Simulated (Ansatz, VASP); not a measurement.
**Two plane-wave programs on Li2Se**

```
CELL_PARAMETERS angstrom
0.00000 2.91868 2.91868
2.91868 0.00000 2.91868
2.91868 2.91868 0.00000
ATOMIC_POSITIONS crystal
Se 0.00000 0.00000 0.00000
Li 0.25000 0.25000 0.25000
Li 0.75000 0.75000 0.75000
```

Change from the starting cell: hydrostatic strain -2.5%.

Alike in both runs: task single point; functional r2SCAN; k mesh 8 × 8 × 8; no spin polarisation.

```csv
,VASP,Ansatz
version,VASP 6.6.1,Ansatz 0.2.0
potentials or method,"VASP PAW PBE potentials, release 64 (Se, Li_sv)","plane waves, PAW"
plane-wave cutoff (eV),830,500
occupations,"gaussian, width 0.01 eV",fixed
valence electrons in the cell,12,22
```

VASP gave:

| Property | Result |
| --- | --- |
| gap on the k mesh at the Fermi level (eV) | 3.39 |
| pressure (GPa) | 2.9 |

Question: Estimate Ansatz's values.

Answer: gap on the k mesh at the Fermi level (eV): 3.41; pressure (GPa): 3.1.

VASP's potentials were made for PBE, not for r2SCAN. VASP's potentials hold 12 valence electrons a cell and Ansatz's 22, so a difference there can come from the potentials and not from the codes.
